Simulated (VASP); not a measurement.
# Zr5Si (R32) in VASP: single point with PBE

Aim: the single point of Zr5Si with PBE.

Everything below comes from runs of VASP 6.6.1. Logs are shortened: lines on timing, memory, paths and dates and some standing lists are left out, and cuts for length are marked.

## 1. The cell of the first run

The structure is trigonal, space group R32 (No. 155). Conventional cell: a = 5.569 Å, b = 5.569 Å, c = 14.362 Å, α = 90.00°, β = 90.00°, γ = 120.00°. Within 4.1 Å of Zr (site symmetry 3) lie 12 Zr at 3.10 to 3.97 Å and 3 Si at 3.22 Å. Zr (site symmetry 2) has 2 Si at 2.94 Å and 12 Zr at 2.95 to 3.97 Å within 4.0 Å. Si (site symmetry 32) has 12 Zr at 2.94 to 3.22 Å within 3.9 Å.

## 2. Single point, PBE

The input, INCAR:

```
SYSTEM = Zr5Si
ALGO = Fast
EDIFF = 1E-6
ENCUT = 520
GGA = PE
ISIF = 2
ISMEAR = 0
LASPH = .True.
LCHARG = .True.
LELF = .True.
LREAL = .False.
LVHAR = .True.
LWAVE = .False.
NBANDS = 41
NELM = 100
PREC = Accurate
SIGMA = 0.1
```

The input, KPOINTS:

```
k-points
0
Gamma
  12 12 12
  0 0 0
```

The input, POSCAR:

```
Zr5Si
1.0
    2.7847104290      1.6077533158      4.7872994312
   -2.7847104290      1.6077533158      4.7872994312
    0.0000000000     -3.2155066316      4.7872994312
Zr Si
5 1
Direct
    0.1496142510      0.1496142510      0.1496142510
    0.5997292066      0.4002707934      0.0000000000
    0.0000000000      0.5997292066      0.4002707934
    0.8503857490      0.8503857490      0.8503857490
    0.4002707934      0.0000000000      0.5997292066
    0.5000000000      0.5000000000      0.5000000000
```

Potentials or basis: VASP PAW PBE potentials, release 64 (Zr_sv, Si).

Started as:

```sh
$ cat potpaw_PBE.64/Zr_sv/POTCAR potpaw_PBE.64/Si/POTCAR > POTCAR
$ mpirun -np 1 vasp_std > vasp.out
```

OUTCAR:

```text
SYSTEM = Zr5Si
   EDIFF = 1E-6
   ENCUT = 520
   GGA = PE
   ISIF = 2
   ISMEAR = 0
   LASPH = .True.
   LREAL = .False.
   NELM = 100
   PREC = Accurate

 ion  position               nearest neighbor table
   1  0.150  0.150  0.150-   2 3.10   3 3.10   5 3.10   3 3.14   5 3.14   2 3.14   6 3.22   6 3.22
                             6 3.22   4 3.25   4 3.25   4 3.25
   2  0.600  0.400  0.000-   6 2.94   6 2.94   5 2.95   3 2.95   5 2.95   3 2.95   4 3.10   1 3.10
                             4 3.14   1 3.14   5 3.86   3 3.86
   3  0.000  0.600  0.400-   6 2.94   6 2.94   5 2.95   5 2.95   2 2.95   2 2.95   4 3.10   1 3.10
                             1 3.14   4 3.14   2 3.86   5 3.86
   4  0.850  0.850  0.850-   2 3.10   5 3.10   3 3.10   5 3.14   3 3.14   2 3.14   6 3.22   6 3.22
                             6 3.22   1 3.25   1 3.25   1 3.25
   5  0.400  0.000  0.600-   6 2.94   6 2.94   3 2.95   3 2.95   2 2.95   2 2.95   1 3.10   4 3.10
                             4 3.14   1 3.14   2 3.86   3 3.86
   6  0.500  0.500  0.500-   5 2.94   3 2.94   5 2.94   3 2.94   2 2.94   2 2.94   4 3.22   1 3.22
                             1 3.22   4 3.22   1 3.22   4 3.22

  LATTYP: Found a trigonal (rhomboedric) cell.
 ALAT       =     5.7669505583
 COS(alpha) =     0.5336654186

  Lattice vectors:

 A1 = (   2.7847104290,   1.6077533158,   4.7872994312)
 A2 = (  -2.7847104290,   1.6077533158,   4.7872994312)
 A3 = (   0.0000000000,  -3.2155066316,   4.7872994312)

Analysis of symmetry for initial positions (statically):
=====================================================================
 Subroutine PRICEL returns:
 Original cell was already a primitive cell.

 Routine SETGRP: Setting up the symmetry group for a
 trigonal (rhombohedral) supercell.

 Subroutine GETGRP returns: Found  6 space group operations
 (whereof  6 operations were pure point group operations)
 out of a pool of 12 trial point group operations.

The static configuration has the point symmetry D_3 .

Analysis of symmetry for dynamics (positions and initial velocities):
=====================================================================
 Subroutine PRICEL returns:
 Original cell was already a primitive cell.

 Routine SETGRP: Setting up the symmetry group for a
 trigonal (rhombohedral) supercell.

 Subroutine GETGRP returns: Found  6 space group operations
 (whereof  6 operations were pure point group operations)
 out of a pool of 12 trial point group operations.

The dynamic configuration has the point symmetry D_3 .

 Subroutine INISYM returns: Found  6 space group operations
 (whereof  6 operations are pure point group operations),
 and found     1 'primitive' translations

----------------------------------------------------------------------------------------

                                     Primitive cell

  volume of cell :     128.6001

  direct lattice vectors                    reciprocal lattice vectors
     2.784710429  1.607753316  4.787299431     0.179551883  0.103664328  0.069628679
    -2.784710429  1.607753316  4.787299431    -0.179551883  0.103664328  0.069628679
     0.000000000 -3.215506632  4.787299431     0.000000000 -0.207328655  0.069628679

  length of vectors
     5.766950558  5.766950558  5.766950558     0.218708309  0.218708309  0.218708309

  position of ions in fractional coordinates (direct lattice)
     0.149614251  0.149614251  0.149614251
     0.599729207  0.400270793  0.000000000
     0.000000000  0.599729207  0.400270793
     0.850385749  0.850385749  0.850385749
     0.400270793  0.000000000  0.599729207
     0.500000000  0.500000000  0.500000000

  ion indices of the primitive-cell ions
   primitive index   ion index
                 1           1
                 2           2
                 3           3
                 4           4
                 5           5
                 6           6

----------------------------------------------------------------------------------------

 KPOINTS: k-points

Automatic generation of k-mesh.
 Grid dimensions read from file:
 generate k-points for:   12   12   12

 Generating k-lattice:

  Cartesian coordinates                     Fractional coordinates (reciprocal lattice)
     0.014962657  0.008638694  0.005802390     0.083333333  0.000000000  0.000000000
    -0.014962657  0.008638694  0.005802390     0.000000000  0.083333333  0.000000000
     0.000000000 -0.017277388  0.005802390     0.000000000  0.000000000  0.083333333

  Length of vectors
     0.018225692  0.018225692  0.018225692

  Shift w.r.t. Gamma in fractional coordinates (k-lattice)
     0.000000000  0.000000000  0.000000000

 Subroutine IBZKPT returns following result:
 ===========================================

 Found    189 irreducible k-points:

 Following reciprocal coordinates:
            Coordinates               Weight
  0.000000  0.000000  0.000000      1.000000
  0.083333  0.000000 -0.000000      6.000000
  0.166667  0.000000 -0.000000      6.000000
  0.250000  0.000000  0.000000      6.000000
  0.333333  0.000000  0.000000      6.000000
  0.416667  0.000000 -0.000000      6.000000
[... 16 lines left out ...]
  0.500000  0.166667 -0.000000     12.000000
 -0.416667  0.166667  0.000000     12.000000
 [... further k-points ...]
   k-points           NKPTS =    189   k-points in BZ     NKDIM =    189   number of bands    NBANDS=     41
   number of dos      NEDOS =    301   number of ions     NIONS =      6
   total plane-waves  NPLWV = 110592
   dimension x,y,z NGX =    48 NGY =   48 NGZ =   48
   dimension x,y,z NGXF=    96 NGYF=   96 NGZF=   96
   ions per type =               5   1
   NGX,Y,Z   is equivalent  to a cutoff of  13.84, 13.84, 13.84 a.u.
   NGXF,Y,Z  is equivalent  to a cutoff of  27.67, 27.67, 27.67 a.u.
 SYSTEM =  Zr5Si
   PREC   = accura    normal or accurate (medium, high low for compatibility)
   ISTART =      0    job   : 0-new  1-cont  2-samecut
   ICHARG =      2    charge: 1-file 2-atom 10-const
   ISPIN  =      1    spin polarized calculation?
   LNONCOLLINEAR =      F non collinear calculations
   LSORBIT =      F    spin-orbit coupling
   LASPH  =      T    aspherical Exc in radial PAW
   ENCUT  =  520.0 eV  38.22 Ry    6.18 a.u.  10.72 10.72 10.72*2*pi/ulx,y,z
   NELM   =    100;   NELMIN=  2; NELMDL= -5     # of ELM steps
   EDIFF  = 0.1E-05   stopping-criterion for ELM
   LREAL  =      F    real-space projection
   EDIFFG = 0.1E-04   stopping-criterion for IOM
   NSW    =      0    number of steps for IOM
   IBRION =     -1    ionic relax: 0-MD 1-quasi-New 2-CG
   NFREE  =      0    steps in history (QN), initial steepest desc. (CG)
   ISIF   =      2    stress and relaxation
   ISYM   =      2    0-nonsym 1-usesym 2-fastsym
   POTIM  = 0.5000    time-step for ionic-motion
   TEBEG  =    0.0;   TEEND  =   0.0 temperature during run
   PSTRESS=    0.0 pullay stress
   NELECT =      64.0000    total number of electrons
   NUPDOWN=      -1.0000    fix difference up-down
   EMIN   =  10.00;   EMAX   =-10.00  energy-range for DOS
   EFERMI =   0.00;   METHOD = LEGACY
   ISMEAR =     0;   SIGMA  =   0.10  broadening in eV -4-tet -1-fermi 0-gaus
   EFERMI_NEDOS =   21; number of points for ismear=-14 and -15
   IALGO  =     68    algorithm
   IMIX   =      4    mixing-type and parameters
     AMIX     =   0.40;   BMIX     =  1.00
     AMIX_MAG =   1.60;   BMIX_MAG =  1.00
  volume/ion in A,a.u.               =      21.43       144.64
  Fermi-wavevector in a.u.,A,eV,Ry     =   1.297342  2.451620 22.899906  1.683096
  Thomas-Fermi vector in A             =   2.428740
   LORBIT       =      0    0 simple, 1 ext, 2 COOP (PROOUT), +10 PAW based schemes
   GGA     = PE    functional components
   LHFCALC =     F    Hartree Fock is set to
   AEXX    =    0.0000 exact exchange contribution
   IVDW    =     0    specifies the selected vdW correction
   LEPSILON=     F    determine dielectric tensor
   LRPA    =     F    only Hartree local field effects (RPA)
 non-spin polarized calculation
 RMM-DIIS sequential band-by-band and
 Gauss-broadening in eV      SIGMA  =   0.10
  energy-cutoff  :      520.00
  volume of cell :      128.60
 maximum number of plane-waves:      3482
 NGX is ok and might be reduce to    48
   NGX = 21   NGY = 21   NGZ = 21

 number of electron      64.0000000 magnetization

 Free energy of the ion-electron system (eV)
  ---------------------------------------------------
  ext. energy  EPLUGINS =         0.00000000
  ---------------------------------------------------
  free energy    TOTEN  =       -49.25889369 eV

  energy without entropy =      -49.23090550  energy(sigma->0) =      -49.24489960

 E-fermi :   9.0999     XC(G=0): -11.1601

 val. band max:        9.0986334207   @ k =  -0.3333   0.0833  -0.0000
 cond. band min:       9.1035881071   @ k =  -0.2500   0.3333   0.1667
 fundamental gap:      0.0049546864
 Fermi energy:         9.0998516047

 k-point     1 :       0.0000    0.0000    0.0000
  band No.  band energies     occupation
      1     -39.6546      2.00000
      2     -39.5667      2.00000
      3     -39.4058      2.00000
      4     -39.2477      2.00000
      5     -39.2477      2.00000
      6     -18.1787      2.00000
[... 33 lines left out ...]
     40      11.2904      0.00000
     41      11.4851      0.00000

 k-point     2 :       0.0833    0.0000   -0.0000
  band No.  band energies     occupation
      1     -39.6527      2.00000
      2     -39.5677      2.00000
      3     -39.4042      2.00000
      4     -39.2504      2.00000
      5     -39.2476      2.00000
      6     -18.1740      2.00000
[... 33 lines left out ...]
     40      11.3269      0.00000
     41      11.5227      0.00000

 k-point     3 :       0.1667    0.0000   -0.0000
  band No.  band energies     occupation
      1     -39.6472      2.00000
      2     -39.5705      2.00000
      3     -39.3995      2.00000
      4     -39.2585      2.00000
      5     -39.2475      2.00000
      6     -18.1614      2.00000
[... 33 lines left out ...]
     40      11.3618      0.00000
     41      11.4872      0.00000

 k-point     4 :       0.2500    0.0000    0.0000
  band No.  band energies     occupation
      1     -39.6390      2.00000
      2     -39.5750      2.00000
      3     -39.3918      2.00000
      4     -39.2706      2.00000
      5     -39.2472      2.00000
      6     -18.1474      2.00000
[... 825 lines left out ...]
     40      11.3303      0.00000
     41      11.5249      0.00000

 k-point    23 :       0.5000    0.1667   -0.0000
  band No.  band energies     occupation
      1     -39.6151      2.00000
      2     -39.5898      2.00000
      3     -39.3673      2.00000
      4     -39.3066      2.00000
      5     -39.2465      2.00000
      6     -18.0989      2.00000
[... 33 lines left out ...]
     40      11.2550      0.00000
     41      11.5071      0.00000

 k-point    24 :      -0.4167    0.1667    0.0000
  band No.  band energies     occupation
      1     -39.6127      2.00000
      2     -39.5923      2.00000
      3     -39.3600      2.00000
      4     -39.3138      2.00000
      5     -39.2464      2.00000
      6     -18.0901      2.00000
[... 33 lines left out ...]
     40      11.2963      0.00000
     41      11.5498      0.00000

 [... further k-points ...]
[... 5 lines left out ...]
  --------------------------------------------------------------------------------------
  -------------------------------------------------------------------------------------
  Total        0.0578605      0.0578605     -0.0243614      0.0000000      0.0000000      0.0000000
  in kB        0.7208610      0.7208610     -0.3035093      0.0000000      0.0000000      0.0000000
  external PRESSURE =       0.3794042 kB  Pullay stress =       0.0000000 kB

 VOLUME and BASIS-vectors are now :
 -----------------------------------------------------------------------------
  energy-cutoff  :      520.00
  volume of cell :      128.60
      direct lattice vectors                 reciprocal lattice vectors
     2.784710429  1.607753316  4.787299431     0.179551883  0.103664328  0.069628679
    -2.784710429  1.607753316  4.787299431    -0.179551883  0.103664328  0.069628679
     0.000000000 -3.215506632  4.787299431     0.000000000 -0.207328655  0.069628679

 POSITION                                       TOTAL-FORCE (eV/Angst)
 -----------------------------------------------------------------------------------
      0.00000      0.00000      2.14874         0.000000     -0.000000      0.002977
      0.55543      1.60775      4.78730         0.005625     -0.000000     -0.000000
     -1.67007     -0.32286      4.78730        -0.002812      0.004871     -0.000000
      0.00000      0.00000     12.21315         0.000000     -0.000000     -0.002977
      1.11464     -1.28490      4.78730        -0.002812     -0.004871     -0.000000
      0.00000      0.00000      7.18095         0.000000     -0.000000     -0.000000
 -----------------------------------------------------------------------------------
    total drift:                                0.000000     -0.000000     -0.000000

  FREE ENERGIE OF THE ION-ELECTRON SYSTEM (eV)
  ---------------------------------------------------
  free  energy   TOTEN  =       -49.2588936903 eV

  energy  without entropy=      -49.2309054997  energy(sigma->0) =      -49.24489960
```

Wall time 84 min (1 thread of Intel Xeon 8259CL, shared host); peak memory 0.82 GiB.

What came out:

```
Free energy            : -49.2589 eV
Pressure               : 0.0 GPa
Largest force          : 0.006 eV/Å
Band gap on the k mesh : zero (bands 32 and 33 overlap by 0.49 eV)
```

Forces on the atoms (eV/Å):
```
Zr   0.000  0.000  0.003
Zr   0.006  0.000  0.000
Zr  -0.003  0.005  0.000
Zr   0.000  0.000 -0.003
Zr  -0.003 -0.005  0.000
Si   0.000  0.000  0.000
```

Levels at points of the mesh, in eV from the Fermi level:
| k point | band 28 | band 29 | band 30 | band 31 | band 32 | band 33 | band 34 | band 35 | band 36 | band 37 |
| --- | --- | --- | --- | --- | --- | --- | --- | --- | --- | --- |
| (0.00, 0.00, 0.00) | -1.14 | -0.94 | -0.94 | -0.86 | -0.03 | -0.03 | 0.10 | 1.14 | 1.14 | 1.62 |
| (0.50, 0.00, 0.00) | -1.67 | -1.25 | -0.82 | -0.46 | 0.30 | 0.58 | 0.74 | 0.84 | 0.84 | 1.36 |
| (0.50, 0.50, 0.00) | -1.69 | -1.29 | -0.67 | -0.43 | -0.14 | 0.02 | 0.79 | 0.84 | 1.17 | 1.67 |
| (0.50, 0.50, 0.50) | -1.78 | -0.81 | -0.45 | -0.45 | -0.18 | 0.23 | 0.23 | 0.94 | 1.62 | 1.62 |
